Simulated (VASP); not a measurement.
# AlH5: single point with PBE

AlH5:

```
Al H
1.0
     0.00000    2.47052    2.47052
     2.47052    0.00000    2.47052
     2.47052    2.47052    0.00000
Al H
1 5
Direct
  0.00000 0.00000 0.00000
  0.38147 0.38147 0.85558
  0.38147 0.85558 0.38147
  0.85558 0.38147 0.38147
  0.38147 0.38147 0.38147
  0.75000 0.75000 0.75000
```

| Quantity | Value |
| --- | --- |
| Program | VASP 6.6.1 |
| Task | single point |
| Functional | PBE |
| Potentials or basis | VASP PAW PBE potentials, release 64 (Al, H) |
| Cutoff | 520 eV |
| k mesh | 6 × 6 × 6 |
| Occupations | gaussian, width 0.1 eV |
| Spin | no spin polarisation |
| Dipole correction | no |
| Further INCAR settings | ALGO = Normal; EDIFF = 1e-07; NBANDS = 13 |

The pressure is -0.6 GPa. The largest force is 0.023 eV/Å and the band gap on the k mesh is zero (band 4 reaches 6.58 eV, above the bottom of band 5 at 3.23 eV).

Forces on the atoms (eV/Å):
```
Al   0.000  0.000  0.000
H    0.013  0.013 -0.013
H    0.013 -0.013  0.013
H   -0.013  0.013  0.013
H   -0.013 -0.013 -0.013
H    0.000  0.000  0.000
```

Levels at points of the mesh, in eV from the Fermi level:
```tsv
k point	band 1	band 2	band 3	band 4	band 5	band 6	band 7	band 8	band 9
(0.00, 0.00, 0.00)	-13.92	0.38	1.10	1.10	1.10	5.81	5.81	5.81	7.25
(0.50, 0.00, 0.00)	-10.16	-8.82	0.06	0.18	0.18	4.19	4.31	4.31	12.99
(0.50, 0.50, 0.00)	-8.35	-8.10	-3.24	-2.26	-2.26	-0.31	11.12	11.12	13.80
```

It took 10 s on 1 thread of Intel(R) Xeon(R) Platinum 8259CL CPU @ 2.50GHz (Skylake/Cascade Lake), with other jobs on the host, peak memory 0.15 GiB.

Caveat: the k points lie up to 0.37 Å⁻¹ apart.
